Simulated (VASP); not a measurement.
# Cu (P6_3/mmc) in VASP: single point with PBE

Aim: the single point of Cu with PBE.

Program: VASP 6.6.1. These are calculated values, not measurements. Logs are shortened: lines on timing, memory, paths and dates and some standing lists are left out, and cuts for length are marked.

### 1 The cell of the first run

It takes space group P6_3/mmc (No. 194, hexagonal). The conventional cell has a = 2.534 Å, b = 2.534 Å, c = 4.113 Å, α = 90.00°, β = 90.00°, γ = 120.00°. Cu (site symmetry -6m2) has 12 Cu at 2.52 to 2.53 Å within 3.3 Å.

This isn't the form of Cu at room conditions, which is fcc.

### 2 Single point, PBE

The input, INCAR:

```
SYSTEM = Cu
PREC     = Accurate       ! precision mode
ENCUT    = 520            ! plane-wave cutoff, eV
EDIFF    = 1E-6           ! SCF threshold, eV
ISMEAR   = 1              ! smearing method
SIGMA    = 0.2            ! smearing width, eV
LREAL    = .False.        ! projectors in reciprocal space
LASPH    = .True.         ! aspherical terms in the spheres
NELM     = 60             ! most SCF steps
ALGO     = Fast           ! electronic algorithm
ISIF     = 2              ! what is computed and relaxed
LWAVE    = .False.        ! write WAVECAR
LCHARG   = .True.         ! write CHGCAR
GGA      = PE             ! functional
LELF     = .True.         ! ELF
LVHAR    = .True.       
NBANDS   = 18             ! bands
```

The input, KPOINTS:

```
Automatic mesh
0
Gamma
  24 24 14
  0 0 0
```

The input, POSCAR:

```
Cu
1.0
    2.5340966698      0.0000000000      0.0000000000
   -1.2670483349      2.1945920917      0.0000000000
    0.0000000000      0.0000000000      4.1125710000
Cu
2
Direct
    0.3333333333      0.6666666667      0.2500000000
    0.6666666667      0.3333333333      0.7500000000
```

Potentials or basis: VASP PAW PBE potentials, release 64 (Cu).

The run is started by

```
cat potpaw_PBE.64/Cu/POTCAR > POTCAR
mpirun -np 1 vasp_std > vasp.out
```

OUTCAR:

```text
SYSTEM = Cu
   PREC = Accurate
   ENCUT = 520
   EDIFF = 1E-6
   ISMEAR = 1
   LREAL = .False.
   LASPH = .True.
   NELM = 60
   ISIF = 2
   GGA = PE

 ion  position               nearest neighbor table
   1  0.333  0.667  0.250-   2 2.52   2 2.52   2 2.52   2 2.52   2 2.52   2 2.52
   2  0.667  0.333  0.750-   1 2.52   1 2.52   1 2.52   1 2.52   1 2.52   1 2.52

  LATTYP: Found a hexagonal cell.
 ALAT       =     2.5340966698
 C/A-ratio  =     1.6228942838

  Lattice vectors:

 A1 = (   2.5340966698,   0.0000000000,   0.0000000000)
 A2 = (  -1.2670483349,   2.1945920917,   0.0000000000)
 A3 = (   0.0000000000,   0.0000000000,   4.1125710000)

Analysis of symmetry for initial positions (statically):
=====================================================================
 Subroutine PRICEL returns:
 Original cell was already a primitive cell.

 Routine SETGRP: Setting up the symmetry group for a
 hexagonal supercell.

 Subroutine GETGRP returns: Found 24 space group operations
 (whereof 12 operations were pure point group operations)
 out of a pool of 24 trial point group operations.

The static configuration has the point symmetry D_3d.
 The point group associated with its full space group is D_6h.

Analysis of symmetry for dynamics (positions and initial velocities):
=====================================================================
 Subroutine PRICEL returns:
 Original cell was already a primitive cell.

 Routine SETGRP: Setting up the symmetry group for a
 hexagonal supercell.

 Subroutine GETGRP returns: Found 24 space group operations
 (whereof 12 operations were pure point group operations)
 out of a pool of 24 trial point group operations.

The dynamic configuration has the point symmetry D_3d.
 The point group associated with its full space group is D_6h.

 Subroutine INISYM returns: Found 24 space group operations
 (whereof 12 operations are pure point group operations),
 and found     1 'primitive' translations

----------------------------------------------------------------------------------------

                                     Primitive cell

  volume of cell :      22.8713

  direct lattice vectors                    reciprocal lattice vectors
     2.534096670  0.000000000  0.000000000     0.394617937  0.227832772  0.000000000
    -1.267048335  2.194592092  0.000000000     0.000000000  0.455665544  0.000000000
     0.000000000  0.000000000  4.112571000     0.000000000  0.000000000  0.243156896

  length of vectors
[... 81 lines left out ...]
   NELM   =     60;   NELMIN=  2; NELMDL= -5     # of ELM steps
   EDIFF  = 0.1E-05   stopping-criterion for ELM
   LREAL  =      F    real-space projection
   EDIFFG = 0.1E-04   stopping-criterion for IOM
   NSW    =      0    number of steps for IOM
   IBRION =     -1    ionic relax: 0-MD 1-quasi-New 2-CG
   NFREE  =      0    steps in history (QN), initial steepest desc. (CG)
   ISIF   =      2    stress and relaxation
   ISYM   =      2    0-nonsym 1-usesym 2-fastsym
   POTIM  = 0.5000    time-step for ionic-motion
   TEBEG  =    0.0;   TEEND  =   0.0 temperature during run
   PSTRESS=    0.0 pullay stress
   NELECT =      22.0000    total number of electrons
   NUPDOWN=      -1.0000    fix difference up-down
   EMIN   =  10.00;   EMAX   =-10.00  energy-range for DOS
   EFERMI =   0.00;   METHOD = LEGACY
   ISMEAR =     1;   SIGMA  =   0.20  broadening in eV -4-tet -1-fermi 0-gaus
   EFERMI_NEDOS =   21; number of points for ismear=-14 and -15
   IALGO  =     68    algorithm
   IMIX   =      4    mixing-type and parameters
     AMIX     =   0.40;   BMIX     =  1.00
     AMIX_MAG =   1.60;   BMIX_MAG =  1.00
  volume/ion in A,a.u.               =      11.44        77.17
  Fermi-wavevector in a.u.,A,eV,Ry     =   1.616041  3.053874 35.532800  2.611587
  Thomas-Fermi vector in A             =   2.710691
   LORBIT       =      0    0 simple, 1 ext, 2 COOP (PROOUT), +10 PAW based schemes
   GGA     = PE    functional components
   LHFCALC =     F    Hartree Fock is set to
   AEXX    =    0.0000 exact exchange contribution
   IVDW    =     0    specifies the selected vdW correction
   LEPSILON=     F    determine dielectric tensor
   LRPA    =     F    only Hartree local field effects (RPA)
 non-spin polarized calculation
 RMM-DIIS sequential band-by-band and
 Methfessel and Paxton  Order N= 1 SIGMA  =   0.20
  energy-cutoff  :      520.00
  volume of cell :       22.87
 maximum number of plane-waves:       640
 NGX is ok and might be reduce to    20
   NGX =  9   NGY =  9   NGZ = 15

 number of electron      21.9999979 magnetization

 Free energy of the ion-electron system (eV)
  ---------------------------------------------------
  ext. energy  EPLUGINS =         0.00000000
  ---------------------------------------------------
  free energy    TOTEN  =        -7.41189658 eV

  energy without entropy =       -7.41258780  energy(sigma->0) =       -7.41212699

 E-fermi :   7.9755     XC(G=0): -12.9136

 val. band max:        7.9754258757   @ k =   0.5000  -0.0000   0.0000
 cond. band min:       7.9876260800   @ k =   0.2083   0.0833   0.2857
 fundamental gap:      0.0122002043
 Fermi energy:         7.9755069926

 k-point     1 :       0.0000    0.0000    0.0000
  band No.  band energies     occupation
      1      -1.6078      2.00000
      2       2.7409      2.00000
      3       4.8828      2.00000
      4       4.9230      2.00000
      5       4.9230      2.00000
      6       5.1465      2.00000
[... 481 lines left out ...]
      5       4.8159      2.00000
      6       4.9545      2.00000
[... 10 lines left out ...]
     17      20.7879      0.00000
     18      27.8725      0.00000

 [... further k-points ...]

------------------------ aborting loop because EDIFF is reached ----------------------------------------

  FORCE on cell =-STRESS in cart. coord.  units (eV):
  Direction    XX          YY          ZZ          XY          YZ          ZX
  --------------------------------------------------------------------------------------
  -------------------------------------------------------------------------------------
  Total        1.0734990      1.0734990      1.3212642      0.0000000      0.0000000     -0.0000000
  in kB       75.2006927     75.2006927     92.5571275      0.0000000      0.0000000     -0.0000000
  external PRESSURE =      80.9861710 kB  Pullay stress =       0.0000000 kB

 VOLUME and BASIS-vectors are now :
 -----------------------------------------------------------------------------
  energy-cutoff  :      520.00
  volume of cell :       22.87
      direct lattice vectors                 reciprocal lattice vectors
     2.534096670  0.000000000  0.000000000     0.394617937  0.227832772  0.000000000
    -1.267048335  2.194592092  0.000000000     0.000000000  0.455665544  0.000000000
     0.000000000  0.000000000  4.112571000     0.000000000  0.000000000  0.243156896

 POSITION                                       TOTAL-FORCE (eV/Angst)
 -----------------------------------------------------------------------------------
     -0.00000      1.46306      1.02814         0.000000     -0.000000      0.000000
      1.26705      0.73153      3.08443        -0.000000      0.000000      0.000000
 -----------------------------------------------------------------------------------
    total drift:                               -0.000000      0.000000     -0.000000

  FREE ENERGIE OF THE ION-ELECTRON SYSTEM (eV)
  ---------------------------------------------------
  free  energy   TOTEN  =        -7.4118965832 eV

  energy  without entropy=       -7.4125877998  energy(sigma->0) =       -7.41212699
```

OSZICAR:

```text
N       E                     dE             d eps       ncg     rms          rms(c)
DAV:   1     0.121664184497E+03    0.12166E+03   -0.10573E+04 18966   0.221E+03
DAV:   2    -0.311090843448E+01   -0.12478E+03   -0.11846E+03 17618   0.288E+02
DAV:   3    -0.918325997414E+01   -0.60724E+01   -0.58284E+01 19688   0.857E+01
DAV:   4    -0.924758273244E+01   -0.64323E-01   -0.64280E-01 20932   0.951E+00
DAV:   5    -0.924839995202E+01   -0.81722E-03   -0.81719E-03 21344   0.925E-01    0.109E+01
RMM:   6    -0.805568216559E+01    0.11927E+01   -0.10363E+01 20546   0.570E+01    0.594E+00
RMM:   7    -0.743637399276E+01    0.61931E+00   -0.17779E+00 20344   0.246E+01    0.146E+00
RMM:   8    -0.741440439989E+01    0.21970E-01   -0.58074E-02 21404   0.224E+00    0.410E-01
RMM:   9    -0.741155284325E+01    0.28516E-02   -0.15898E-02 21441   0.239E+00    0.577E-02
RMM:  10    -0.741187220553E+01   -0.31936E-03   -0.28468E-03 22832   0.515E-01    0.115E-02
RMM:  11    -0.741189093996E+01   -0.18734E-04   -0.22921E-04 22578   0.203E-01    0.171E-02
RMM:  12    -0.741189509087E+01   -0.41509E-05   -0.70062E-05 23240   0.987E-02    0.982E-03
RMM:  13    -0.741189680692E+01   -0.17160E-05   -0.20729E-05 20665   0.422E-02    0.623E-03
RMM:  14    -0.741189658325E+01    0.22367E-06   -0.15733E-06 13213   0.166E-02
   1 F= -.74118966E+01 E0= -.74121270E+01  d E =0.691217E-03
```

Run time: 77 s. Hardware: 1 thread of Intel Xeon 6975P-C (Granite Rapids), shared host; peak memory 0.26 GiB.

What came out:

```yaml
Free_energy: -7.4119 eV
Pressure: 8.1 GPa
Band_gap_on_the_k_mesh: zero (bands 11 and 12 overlap by 6.10 eV)
```

Caveat: the cell stands under pressure.
